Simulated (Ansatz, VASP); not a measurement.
**Ti in VASP and in Ansatz**

```
CELL_PARAMETERS angstrom
2.92050 0.00000 0.00000
-1.46025 2.52923 0.00000
0.00000 0.00000 4.68600
ATOMIC_POSITIONS crystal
Ti 0.33333 0.66667 0.25000
Ti 0.66667 0.33333 0.75000
```

Change from the starting cell: equal xx and yy strain of -1 %, crystal datasets.

Alike in both runs: task electric field gradients; functional PBEsol; k mesh 13 × 13 × 7; occupations fermi-dirac, width 0.08 eV; no spin polarisation.

|  | VASP | Ansatz |
| --- | --- | --- |
| version | VASP 6.6.1 | Ansatz 0.2.0 |
| potentials or method | VASP PAW PBE potentials, release 64 (Ti_sv), cutoff 400 eV | all-electron PAW with datasets made for the crystal, scalar-relativistic |

Ansatz gave:

```
pressure (GPa)                                                : -3.8
traceless stress, the component that is largest in VASP (GPa) : -1.01
size of Vzz on the site where it differs most (V/Å²)          : 16.8
```

**Question.** What did VASP give for the same quantities?

**Answer.** Pressure (GPa): -4.7; traceless stress, the component that is largest in VASP (GPa): -0.99; size of Vzz on the site where it differs most (V/Å²): 15.4.

VASP's potentials were made for PBE, not for PBEsol. Ansatz ran all-electron here, and VASP with PAW potentials.
